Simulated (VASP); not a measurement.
# MoS2 (P-3m1) in VASP: further runs, part 3 of 3

VASP 6.6.1.

## 4. Vibrations by perturbation theory, PBEsol

Input file INCAR:

```
SYSTEM = MoS2
ALGO     = Normal         ! electronic algorithm
EDIFF    = 1E-8           ! SCF threshold, eV
ENCUT    = 520            ! plane-wave cutoff, eV
GGA      = PS             ! functional
IBRION   = 8              ! ionic algorithm
ISIF     = 2              ! what is computed and relaxed
ISMEAR   = -1             ! smearing method
LASPH    = .TRUE.         ! aspherical terms in the spheres
LCHARG   = .FALSE.        ! write CHGCAR
LREAL    = .FALSE.        ! projectors in reciprocal space
LWAVE    = .FALSE.        ! write WAVECAR
NELM     = 100            ! most SCF steps
NSW      = 1              ! ionic steps
PREC     = Accurate       ! precision mode
SIGMA    = 0.05           ! smearing width, eV
```

Input file KPOINTS:

```
k-points
0
G
  9 9 4
  0 0 0
```

Input file POSCAR:

```
MoS2
1.0
    3.2274645616      0.0000000000      0.0000000000
   -1.6137322808      2.7950663001      0.0000000000
    0.0000000000      0.0000000000      6.3124734200
Mo S
1 2
Direct
    0.0000000000      0.0000000000      0.5000000000
    0.6666666667      0.3333333333      0.7446806800
    0.3333333333      0.6666666667      0.2553193200
```

Potentials or basis: VASP PAW PBE potentials, release 64 (Mo_sv, S).

Launch:

```
$ cat potpaw_PBE.64/Mo_sv/POTCAR potpaw_PBE.64/S/POTCAR > POTCAR
$ mpirun -np 1 vasp_std > vasp.out
```

OUTCAR:

```text
SYSTEM = MoS2
   EDIFF = 1E-8
   ENCUT = 520
   GGA = PS
   IBRION = 8
   ISIF = 2
   ISMEAR = -1
   LASPH = .TRUE.
   LREAL = .FALSE.
   NELM = 100
   NSW = 1
   PREC = Accurate

 ion  position               nearest neighbor table
   1  0.000  0.000  0.500-   2 2.42   3 2.42   3 2.42   2 2.42   2 2.42   3 2.42
   2  0.667  0.333  0.745-   1 2.42   1 2.42   1 2.42
   3  0.333  0.667  0.255-   1 2.42   1 2.42   1 2.42

  LATTYP: Found a hexagonal cell.
 ALAT       =     3.2274645616
 C/A-ratio  =     1.9558614199

  Lattice vectors:

 A1 = (   3.2274645616,   0.0000000000,   0.0000000000)
 A2 = (  -1.6137322808,   2.7950663001,   0.0000000000)
 A3 = (   0.0000000000,   0.0000000000,   6.3124734200)

Analysis of symmetry for initial positions (statically):
=====================================================================
 Subroutine PRICEL returns:
 Original cell was already a primitive cell.

 Routine SETGRP: Setting up the symmetry group for a
 hexagonal supercell.

 Subroutine GETGRP returns: Found 12 space group operations
 (whereof 12 operations were pure point group operations)
 out of a pool of 24 trial point group operations.

The static configuration has the point symmetry D_3d.

Analysis of symmetry for dynamics (positions and initial velocities):
=====================================================================
 Subroutine PRICEL returns:
 Original cell was already a primitive cell.

 Routine SETGRP: Setting up the symmetry group for a
 hexagonal supercell.

 Subroutine GETGRP returns: Found 12 space group operations
 (whereof 12 operations were pure point group operations)
 out of a pool of 24 trial point group operations.

The dynamic configuration has the point symmetry D_3d.

 Subroutine INISYM returns: Found 12 space group operations
 (whereof 12 operations are pure point group operations),
 and found     1 'primitive' translations

----------------------------------------------------------------------------------------

                                     Primitive cell

  volume of cell :      56.9447

  direct lattice vectors                    reciprocal lattice vectors
     3.227464562  0.000000000  0.000000000     0.309840737  0.178886633  0.000000000
    -1.613732281  2.795066300  0.000000000     0.000000000  0.357773266  0.000000000
     0.000000000  0.000000000  6.312473420     0.000000000  0.000000000  0.158416509

[... 141 lines left out ...]
 k-point     1 :       0.0000    0.0000    0.0000
  band No.  band energies     occupation
      1     -54.8519      2.00000
      2     -28.9146      2.00000
      3     -28.8854      2.00000
      4     -28.8854      2.00000
      5      -7.9894      2.00000
      6      -6.5269      2.00000
[... 457 lines left out ...]
      4     -28.8724      2.00000
      5      -6.7742      2.00000
      6      -6.3895      2.00000
[... 9 lines left out ...]
     16       9.4927      0.00000
     17      10.4199      0.00000

 [... further k-points ...]
[... 5 lines left out ...]
  --------------------------------------------------------------------------------------
  -------------------------------------------------------------------------------------
  Total       -1.6664588     -1.6664588     -0.3323085      0.0000000     -0.0000000      0.0000000
  in kB      -46.8869537    -46.8869537     -9.3497255      0.0000000     -0.0000000      0.0000000
  external PRESSURE =     -34.3745443 kB  Pullay stress =       0.0000000 kB

 VOLUME and BASIS-vectors are now :
 -----------------------------------------------------------------------------
  energy-cutoff  :      520.00
  volume of cell :       56.94
      direct lattice vectors                 reciprocal lattice vectors
     3.227464562  0.000000000  0.000000000     0.309840737  0.178886633  0.000000000
    -1.613732281  2.795066300  0.000000000     0.000000000  0.357773266  0.000000000
     0.000000000  0.000000000  6.312473420     0.000000000  0.000000000  0.158416509

 POSITION                                       TOTAL-FORCE (eV/Angst)
 -----------------------------------------------------------------------------------
      0.00000      0.00000      3.15624         0.000000      0.000000      0.000000
      1.61373      0.93169      4.70078        -0.000000     -0.000000      0.026464
     -0.00000      1.86338      1.61170         0.000000      0.000000     -0.026464
 -----------------------------------------------------------------------------------
    total drift:                                0.000000     -0.000000      0.000000

  FREE ENERGIE OF THE ION-ELECTRON SYSTEM (eV)
  ---------------------------------------------------
  free  energy   TOTEN  =       -22.5755159172 eV

  energy  without entropy=      -22.5668182108  energy(sigma->0) =      -22.57116706

[... ionic steps 2 to 3 ...]

--------------------------------------- Ionic step        4  -------------------------------------------

------------------------ aborting loop because EDIFF is reached ----------------------------------------
[... 11 lines left out ...]
[... ionic steps 8 to 8 ...]

--------------------------------------- Ionic step        9  -------------------------------------------

 Free energy of the ion-electron system (eV)
  ---------------------------------------------------
  ---------------------------------------------------
  free energy    TOTEN  =        -0.13240447 eV

  energy without entropy =       -0.13240573

------------------------ aborting loop because EDIFF is reached ----------------------------------------

 INTERNAL STRAIN TENSOR  FOR ION    2  DIRECTION 3   (eV/Angst):
 -----------------------------------------------------------------------------
   -12.10874  0.00000  0.00000
     0.00000-12.10874  0.00000
     0.00000  0.00000-23.08436

 INTERNAL STRAIN TENSOR FOR ION    3 for displacements in x,y,z  (eV/Angst):
          X           Y           Z          XY          YZ          ZX
  --------------------------------------------------------------------------------
  x     0.00000     0.00000     0.00000     4.38526     0.00000    11.04079
  y     4.38526    -4.38526     0.00000    -0.00000    12.47683     0.00000
  z    12.10874    12.10874    23.08436     0.00000    -0.00000     0.00000

 SECOND DERIVATIVES (NOT SYMMETRIZED)
 ------------------------------------
               1X          1Y          1Z          2X          2Y          2Z          3X          3Y          3Z
  1X    -5.703354    0.000000    0.000000    2.851677    0.000000    0.000000    2.851677    0.000000    0.000000
  1Y     0.000000   -5.703354    0.000000    0.000000    2.851677    0.000000    0.000000    2.851677    0.000000
  1Z    -0.000000    0.000000  -21.510870    0.000000    0.000000   10.755435   -0.000000    0.000000   10.755435
  2X     2.860926    0.000000    0.000000   -5.408355    0.000000    0.000000    2.547428    0.000000    0.000000
  2Y     0.000000    2.860926   -0.000000    0.000000   -5.408355    0.000000    0.000000    2.547428   -0.000000
  2Z     0.000000    0.000000   10.770139   -0.000000   -0.000000  -12.964070    0.000000    0.000000    2.193931
  3X     2.860926    0.000000    0.000000    2.547428    0.000000    0.000000   -5.408355    0.000000    0.000000
  3Y     0.000000    2.860926   -0.000000    0.000000    2.547428   -0.000000    0.000000   -5.408355    0.000000
  3Z     0.000000    0.000000   10.770139    0.000000    0.000000    2.193931   -0.000000   -0.000000  -12.964070

 Eigenvectors and eigenvalues of the dynamical matrix
 ----------------------------------------------------

   1 f  =   11.699789 THz    73.511942 2PiTHz  390.262953 cm-1    48.386418 meV
             X         Y         Z           dx          dy          dz
      0.000000  0.000000  3.156237    -0.000000   -0.000000   -0.632706
      1.613732  0.931689  4.700777    -0.000000   -0.000000    0.547578
     -0.000000  1.863378  1.611696     0.000000    0.000000    0.547578
[... 43 lines left out ...]
   9 f/i=    0.004781 THz     0.030039 2PiTHz    0.159472 cm-1     0.019772 meV
             X         Y         Z           dx          dy          dz
      0.000000  0.000000  3.156237    -0.764090   -0.127669    0.000000
      1.613732  0.931689  4.700777    -0.441026   -0.073689    0.000000
     -0.000000  1.863378  1.611696    -0.441026   -0.073689    0.000000

--------------------------------------------------------------------------------------------------------

 ELASTIC MODULI CONTR FROM IONIC RELAXATION (kBar)
 Direction    XX          YY          ZZ          XY          YZ          ZX
 --------------------------------------------------------------------------------
 XX        -680.3239   -408.2887  -1037.6771     -0.0000   -386.9940     -0.0000
 YY        -408.2887   -680.3239  -1037.6771     -0.0000    386.9940     -0.0000
 ZZ       -1037.6771  -1037.6771  -1978.2496     -0.0000      0.0000     -0.0000
 XY          -0.0000     -0.0000     -0.0000   -136.0176      0.0000   -342.4521
 YZ        -386.9940    386.9940      0.0000      0.0000  -1101.0658      0.0000
 ZX          -0.0000     -0.0000     -0.0000   -342.4521      0.0000   -862.1930
 --------------------------------------------------------------------------------
```

Run time: 5.3 min. Hardware: 1 thread of Intel Xeon Platinum 8488C (Sapphire Rapids), shared host; peak memory 0.44 GiB.

What came out:

```
Highest phonon frequency at Γ, LO-TO splitting left out : 390 cm⁻¹
```

Phonon frequencies in cm⁻¹ (negative: imaginary):
```
              q point                    frequencies
(0.000, 0.000, 0.000)  0 0 0 201 201 260 260 359 390
```

Caveat: the cell wasn't relaxed at this level first, which shifts response properties; the PAW data sets were made with another functional, which shifts forces and pressure a little; this functional lacks dispersion, which binds the layers, so the pressure and a relaxed spacing across them are unreliable.
